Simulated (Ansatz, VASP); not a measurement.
## GaN: VASP beside Ansatz

```
Ga N
1.0
     0.00000    2.25350    2.25350
     2.25350    0.00000    2.25350
     2.25350    2.25350    0.00000
Ga N
1 1
Cartesian
  0.0000 0.0000 0.0000
  1.1268 1.1268 1.1268
```

Alike in both runs: task relaxation of cell and atoms; functional PBEsol-based global hybrid; k mesh 5 × 5 × 5; occupations fermi-dirac, width 0.05 eV; no spin polarisation.

```csv
,VASP,Ansatz
version,VASP 6.6.1,Ansatz 0.2.0
potentials or method,"VASP PAW PBE potentials, release 64 (Ga_d, N)",Ansatz PAW
plane-wave cutoff (eV),600,420
valence electrons in the cell,18,18
```

VASP gave:

* gap on the k mesh at the Fermi level, each at its own relaxed structure (eV): 3.92
* relaxed volume (Å³/atom): 11.10
* relaxed cell length with the largest relative difference (Å): 3.155

Which values does Ansatz return?

gap on the k mesh at the Fermi level, each at its own relaxed structure (eV): 3.84; relaxed volume (Å³/atom): 11.12; relaxed cell length with the largest relative difference (Å): 3.156.

VASP's potentials were made for PBE, not for PBEsol-based global hybrid.

The k mesh is coarse, so the values compare programs but aren't converged. Noted on Ansatz's run: odd divisions of the mesh miss points on the zone boundary, where band edges often lie, so the gap on the mesh can be too wide; the plane-wave basis is chosen anew once the cell has moved, so the energies of steps on either side of that aren't comparable.
